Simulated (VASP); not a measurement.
Set up this calculation in VASP 6.6.1, as the native input.

| Property | Result |
| --- | --- |
| Task | single point |
| Functional | PBE |
| Potentials or basis | VASP PAW PBE potentials, release 64 (Sn_d, Ge_d) |
| Cutoff | 520 eV |
| k mesh | 6 × 6 × 2 |
| Occupations | gaussian, width 0.1 eV |
| Spin | no spin polarisation |
| Dipole correction | no |
| Further INCAR settings | ALGO = Normal; EDIFF = 1e-06; NBANDS = 51 |

The structure of SnGe2 lies in POSCAR:

```
SnGe2
1.0
    4.2927116000      0.0000000000      0.0000000000
   -2.1463558000      3.7175973000      0.0000000000
    0.0000000000      0.0000000000     10.5483878000
Sn Ge
2 4
Direct
    0.6666667000      0.3333333000      0.2080510000
    0.3333333000      0.6666667000      0.7919490000
    0.3333333000      0.6666667000      0.5364030000
    0.0000000000      0.0000000000      0.8820990000
    0.6666667000      0.3333333000      0.4635970000
    0.0000000000      0.0000000000      0.1179010000
```

The input as run:

INCAR

```
SYSTEM = SnGe2
ALGO     = Normal         ! electronic algorithm
EDIFF    = 1E-6           ! SCF threshold, eV
ENCUT    = 520            ! plane-wave cutoff, eV
GGA      = PE             ! functional
ISIF     = 2              ! what is computed and relaxed
ISMEAR   = 0              ! smearing method
LASPH    = .True.         ! aspherical terms in the spheres
LCHARG   = .False.        ! write CHGCAR
LREAL    = .False.        ! projectors in reciprocal space
LWAVE    = .False.        ! write WAVECAR
NBANDS   = 51             ! bands
NELM     = 100            ! most SCF steps
PREC     = Accurate       ! precision mode
SIGMA    = 0.1            ! smearing width, eV
```

KPOINTS

```
k-points
0
Gamma
  6 6 2
  0 0 0
```

Potentials or basis: VASP PAW PBE potentials, release 64 (Sn_d, Ge_d).

Launch:

```console
$ cat potpaw_PBE.64/Sn_d/POTCAR potpaw_PBE.64/Ge_d/POTCAR > POTCAR
$ mpirun -np 1 vasp_std > vasp.out
```

It gave:

```json
{
 "Pressure": "0.0 GPa",
 "Largest force": "0.121 eV/Å",
 "Band gap on the k mesh": "zero (band 42 reaches 4.87 eV, above the bottom of band 43 at 4.54 eV)"
}
```

Caveat: spin-orbit coupling is left out, which moves the levels of the heavy elements.

It took 68 s on 1 thread of Intel(R) Xeon(R) 6975P-C (Granite Rapids), on a shared host, peak memory 0.31 GiB.
